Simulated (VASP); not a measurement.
Set up this calculation in VASP 6.6.1, as the native input.

| Quantity | Value |
| --- | --- |
| Task | single point |
| Functional | PBE |
| Potentials or basis | VASP PAW PBE potentials, release 64 (Ga_d, P) |
| Cutoff | 520 eV |
| k mesh | 10 × 10 × 10 |
| Occupations | gaussian, width 0.05 eV |
| Spin | no spin polarisation |
| Dipole correction | no |
| Further INCAR settings | ALGO = Normal; EDIFF = 1e-06; NBANDS = 16 |

The structure of GaP lies in POSCAR:

```
GaP
1.0
    0.0000000000      2.7252500000      2.7252500000
    2.7252500000      0.0000000000      2.7252500000
    2.7252500000      2.7252500000      0.0000000000
Ga P
1 1
Direct
    0.0000000000      0.0000000000      0.0000000000
    0.7500000000      0.7500000000      0.7500000000
```

The input as run:

INCAR

```
ALGO = Normal
EDIFF = 1E-6
ENCUT = 520
GGA = PE
ISIF = 2
ISMEAR = 0
LASPH = T
LCHARG = F
LREAL = F
LWAVE = F
NBANDS = 16
NELM = 80
PREC = Accurate
SIGMA = 0.05
```

KPOINTS

```
k-points
0
Gamma
  10 10 10
```

Potentials or basis: VASP PAW PBE potentials, release 64 (Ga_d, P).

The run is started by

```console
$ cat potpaw_PBE.64/Ga_d/POTCAR potpaw_PBE.64/P/POTCAR > POTCAR
$ mpirun -np 1 vasp_std > vasp.out
```

It gave:

| Item | Value |
| --- | --- |
| Pressure | 2.4 GPa |
| Band gap on the k mesh | 1.60 eV, indirect (least direct gap 1.83 eV) |

Wall time 16 s on 1 thread of Intel(R) Xeon(R) 6975P-C (Granite Rapids), with other jobs on the host, peak memory 0.17 GiB.
